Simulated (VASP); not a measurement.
Wanted: the native input for a VASP 6.6.1 run.

* Task: single point
* Functional: LDA
* Potentials or basis: VASP PAW LDA potentials, release 64 (Y_sv, Zr_sv)
* Cutoff: 520 eV
* k mesh: 12 × 12 × 7
* Occupations: fermi-dirac, width 0.1 eV
* Spin: no spin polarisation
* Dipole correction: no
* Further INCAR settings: ALGO = Normal; EDIFF = 1e-06; NBANDS = 18

The structure of YZr lies in POSCAR:

```
YZr
1.0
    3.4235830000      0.0000000000      0.0000000000
   -1.7117920000      2.9649100000      0.0000000000
    0.0000000000      0.0000000000      5.1324576500
Y Zr
1 1
Direct
    0.6666666667      0.3333333333      0.5000000000
    0.3333333333      0.6666666667      0.0000000000
```

These files were run (other wordings do the same):

INCAR

```
PREC     = Accurate       # precision mode
ENCUT    = 520            # plane-wave cutoff, eV
EDIFF    = 1E-6           # SCF threshold, eV
ISMEAR   = -1             # smearing method
SIGMA    = 0.1            # smearing width, eV
LREAL    = F              # projectors in reciprocal space
LASPH    = T              # aspherical terms in the spheres
NELM     = 100            # most SCF steps
ALGO     = Normal         # electronic algorithm
ISIF     = 2              # what is computed and relaxed
LWAVE    = F              # write WAVECAR
LCHARG   = F              # write CHGCAR
NBANDS   = 18             # bands
```

KPOINTS

```
Automatic mesh
0
Gamma
  12 12 7
```

Potentials or basis: VASP PAW LDA potentials, release 64 (Y_sv, Zr_sv).

Command:

```sh
$ cat potpaw_LDA.64/Y_sv/POTCAR potpaw_LDA.64/Zr_sv/POTCAR > POTCAR
$ mpirun -np 1 vasp_std > vasp.out
```

Results of the run:

```
Pressure               : -2.2 GPa
Band gap on the k mesh : zero (an odd number of electrons rules out a gap without spin polarisation)
```

Run time: 78 s on 1 thread of Intel(R) Xeon(R) Platinum 8375C CPU @ 2.90GHz (Ice Lake) (shared host), peak memory 0.23 GiB.
